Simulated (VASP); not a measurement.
# CuO in VASP: single point with PBEsol

Aim: the single point of CuO with PBEsol.

All numbers are computed with VASP 6.6.1; they aren't measurements. Logs are shortened: lines on timing, memory, paths and dates and some standing lists are left out, and cuts for length are marked.

**1. The cell of the first run**

The typed cell holds 4 atoms: a = 2.894 Å, b = 2.894 Å, c = 5.092 Å, α = 90.00°, β = 90.00°, γ = 89.97°.

**2. Single point, PBEsol**

File INCAR:

```
SYSTEM = CuO
  ALGO = Normal
  EDIFF = 1E-6
  ENCUT = 520
  GGA = PS
  ISIF = 2
  ISMEAR = 0
  LASPH = .TRUE.
  LCHARG = .FALSE.
  LREAL = .FALSE.
  LWAVE = .FALSE.
  NBANDS = 25
  NELM = 60
  PREC = Accurate
  SIGMA = 0.1
```

File KPOINTS:

```
k-points
0
G
  14 14 8
  0 0 0
```

File POSCAR:

```
CuO
1.0
    2.0408440552     -2.0460090640      0.1599664519
    2.0408440552      2.0460090640      0.1599664519
   -0.3984556560      0.0000000000      5.0764400757
Cu O
2 2
Direct
    0.0000000000      0.5000000000      0.0000000000
    0.5000000000      0.0000000000      0.5000000000
    0.5000319078      0.4999680922      0.2500000000
    0.4999680922      0.5000319078      0.7500000000
```

Potentials or basis: VASP PAW PBE potentials, release 64 (Cu, O).

Run with:

```sh
$ cat potpaw_PBE.64/Cu/POTCAR potpaw_PBE.64/O/POTCAR > POTCAR
$ mpirun -np 1 vasp_std > vasp.out
```

OUTCAR:

```text
SYSTEM = CuO
   EDIFF = 1E-6
   ENCUT = 520
   GGA = PS
   ISIF = 2
   ISMEAR = 0
   LASPH = .TRUE.
   LREAL = .FALSE.
   NELM = 60
   PREC = Accurate

 ion  position               nearest neighbor table
   1  0.000  0.500  0.000-   3 1.93   4 1.93   4 1.93   3 1.93
   2  0.500  0.000  0.500-   4 1.93   3 1.93   4 1.93   3 1.93
   3  0.500  0.500  0.250-   2 1.93   1 1.93   2 1.93   1 1.93
   4  0.500  0.500  0.750-   1 1.93   2 1.93   2 1.93   1 1.93

  LATTYP: Found a base centered monoclinic cell.
 ALAT       =     4.0942074805
 B/A-ratio  =     0.9994652561
 C/A-ratio  =     1.2437214556
 COS(beta)  =    -0.0001079963

  Lattice vectors:

 A1 = (   2.0408440552,  -2.0460090640,   0.1599664519)
 A2 = (   2.0408440552,   2.0460090640,   0.1599664519)
 A3 = (  -0.3984556560,   0.0000000000,   5.0764400757)

Analysis of symmetry for initial positions (statically):
=====================================================================
 Subroutine PRICEL returns:
 Original cell was already a primitive cell.

 Routine SETGRP: Setting up the symmetry group for a
 base centered monoclinic supercell.

 Subroutine GETGRP returns: Found  4 space group operations
 (whereof  2 operations were pure point group operations)
 out of a pool of  4 trial point group operations.

The static configuration has the point symmetry S_2 .
 The point group associated with its full space group is C_2h.

Analysis of symmetry for dynamics (positions and initial velocities):
=====================================================================
 Subroutine PRICEL returns:
 Original cell was already a primitive cell.

 Routine SETGRP: Setting up the symmetry group for a
 base centered monoclinic supercell.

 Subroutine GETGRP returns: Found  4 space group operations
 (whereof  2 operations were pure point group operations)
 out of a pool of  4 trial point group operations.

The dynamic configuration has the point symmetry S_2 .
 The point group associated with its full space group is C_2h.

 Subroutine INISYM returns: Found  4 space group operations
 (whereof  2 operations are pure point group operations),
 and found     1 'primitive' translations

----------------------------------------------------------------------------------------

                                     Primitive cell

  volume of cell :      42.6550

[... 78 lines left out ...]
   dimension x,y,z NGXF=    48 NGYF=   48 NGZF=   80
   ions per type =               2   2
   NGX,Y,Z   is equivalent  to a cutoff of  13.79, 13.79, 13.06 a.u.
   NGXF,Y,Z  is equivalent  to a cutoff of  27.57, 27.57, 26.12 a.u.
 SYSTEM =  CuO
   PREC   = accura    normal or accurate (medium, high low for compatibility)
   ISTART =      0    job   : 0-new  1-cont  2-samecut
   ICHARG =      2    charge: 1-file 2-atom 10-const
   ISPIN  =      1    spin polarized calculation?
   LNONCOLLINEAR =      F non collinear calculations
   LSORBIT =      F    spin-orbit coupling
   LASPH  =      T    aspherical Exc in radial PAW
   ENCUT  =  520.0 eV  38.22 Ry    6.18 a.u.   5.38  5.38  9.47*2*pi/ulx,y,z
   NELM   =     60;   NELMIN=  2; NELMDL= -5     # of ELM steps
   EDIFF  = 0.1E-05   stopping-criterion for ELM
   LREAL  =      F    real-space projection
[... 7 lines left out ...]
   TEBEG  =    0.0;   TEEND  =   0.0 temperature during run
   PSTRESS=    0.0 pullay stress
   NELECT =      34.0000    total number of electrons
   NUPDOWN=      -1.0000    fix difference up-down
   EMIN   =  10.00;   EMAX   =-10.00  energy-range for DOS
   EFERMI =   0.00;   METHOD = LEGACY
   ISMEAR =     0;   SIGMA  =   0.10  broadening in eV -4-tet -1-fermi 0-gaus
   EFERMI_NEDOS =   21; number of points for ismear=-14 and -15
   IALGO  =     38    algorithm
   IMIX   =      4    mixing-type and parameters
     AMIX     =   0.40;   BMIX     =  1.00
     AMIX_MAG =   1.60;   BMIX_MAG =  1.00
  volume/ion in A,a.u.               =      10.66        71.96
  Fermi-wavevector in a.u.,A,eV,Ry     =   1.517904  2.868423 31.348272  2.304033
  Thomas-Fermi vector in A             =   2.627097
   LORBIT       =      0    0 simple, 1 ext, 2 COOP (PROOUT), +10 PAW based schemes
   GGA     = PS    functional components
   LHFCALC =     F    Hartree Fock is set to
   AEXX    =    0.0000 exact exchange contribution
   IVDW    =     0    specifies the selected vdW correction
   LEPSILON=     F    determine dielectric tensor
   LRPA    =     F    only Hartree local field effects (RPA)
 non-spin polarized calculation
 Gauss-broadening in eV      SIGMA  =   0.10
  energy-cutoff  :      520.00
  volume of cell :       42.66
 maximum number of plane-waves:      1171
 NGX is ok and might be reduce to    24
   NGX = 11   NGY = 11   NGZ = 19

 number of electron      33.9999966 magnetization

 Free energy of the ion-electron system (eV)
  ---------------------------------------------------
  ext. energy  EPLUGINS =         0.00000000
  ---------------------------------------------------
  free energy    TOTEN  =       -21.48240495 eV

  energy without entropy =      -21.46964275  energy(sigma->0) =      -21.47602385

 E-fermi :   5.2291     XC(G=0): -11.8061

 val. band max:        5.2245002373   @ k =  -0.2857   0.4286   0.3750
 cond. band min:       5.2307120097   @ k =   0.3571  -0.0000   0.1250
 fundamental gap:      0.0062117724
 Fermi energy:         5.2290560477

 k-point     1 :       0.0000    0.0000    0.0000
  band No.  band energies     occupation
      1     -14.8624      2.00000
      2     -13.4287      2.00000
      3      -3.3370      2.00000
      4      -0.5020      2.00000
      5      -0.5009      2.00000
      6       1.2521      2.00000
[... 661 lines left out ...]
     24      18.2727      0.00000
     25      20.1502      0.00000

 [... further k-points ...]
[... 5 lines left out ...]
  --------------------------------------------------------------------------------------
  -------------------------------------------------------------------------------------
  Total        0.1587130      0.1595849      0.2817707      0.0000000      0.0000000     -0.0095513
  in kB        5.9614629      5.9942091     10.5836624      0.0000000      0.0000000     -0.3587607
  external PRESSURE =       7.5131115 kB  Pullay stress =       0.0000000 kB

 VOLUME and BASIS-vectors are now :
 -----------------------------------------------------------------------------
  energy-cutoff  :      520.00
  volume of cell :       42.66
      direct lattice vectors                 reciprocal lattice vectors
     2.040844055 -2.046009064  0.159966452     0.243498587 -0.244378194  0.019112486
     2.040844055  2.046009064  0.159966452     0.243498587  0.244378194  0.019112486
    -0.398455656  0.000000000  5.076440076    -0.015346032  0.000000000  0.195783910

 POSITION                                       TOTAL-FORCE (eV/Angst)
 -----------------------------------------------------------------------------------
      1.02042      1.02300      0.07998        -0.000000     -0.000000     -0.000000
      0.82119     -1.02300      2.61820        -0.000000     -0.000000     -0.000000
      1.94123     -0.00013      1.42908         0.000000      0.000037      0.000000
      1.74200      0.00013      3.96730        -0.000000     -0.000037     -0.000000
 -----------------------------------------------------------------------------------
    total drift:                                0.000000     -0.000000     -0.000000

  FREE ENERGIE OF THE ION-ELECTRON SYSTEM (eV)
  ---------------------------------------------------
  free  energy   TOTEN  =       -21.4824049504 eV

  energy  without entropy=      -21.4696427498  energy(sigma->0) =      -21.47602385
```

stdout:

```text
POSCAR found type information on POSCAR CuO
 POSCAR found :  2 types and       4 ions
 scaLAPACK will be used
 -----------------------------------------------------------------------------
|                                                                             |
|                                                                             |
|     You enforced a specific xc type in the INCAR file but a different       |
|     I HOPE YOU KNOW WHAT YOU ARE DOING!                                     |
|                                                                             |
 -----------------------------------------------------------------------------

 LDA part: xc-table for (Slater+PW92), standard interpolation
 POSCAR, INCAR and KPOINTS ok, starting setup
 FFT: planning ... GRIDC
 FFT: planning ... GRID_SOFT
 FFT: planning ... GRID
 WAVECAR not read
 entering main loop
```

Wall time 6.1 min (1 thread of Intel Xeon Platinum 8259CL at 2.50GHz (Skylake/Cascade Lake), shared host); peak memory 0.46 GiB.

What came out:

| Property | Result |
| --- | --- |
| Free energy | -21.4824 eV |
| Pressure | 0.8 GPa |
| Band gap on the k mesh | zero (band 17 reaches 5.92 eV, above the bottom of band 18 at 4.70 eV) |

Stress tensor (GPa, compression positive):
```
 0.60  0.00 -0.04
 0.00  0.60  0.00
-0.04  0.00  1.06
```

Caveat: the PAW data sets were made with another functional, which shifts forces and pressure a little; semilocal functionals often make such compounds metallic where correlation or magnetic order opens a gap, which also shifts bond lengths. With open d or f shells a metallic result of PBEsol can be an artefact of self-interaction; +U or a hybrid may open a gap.
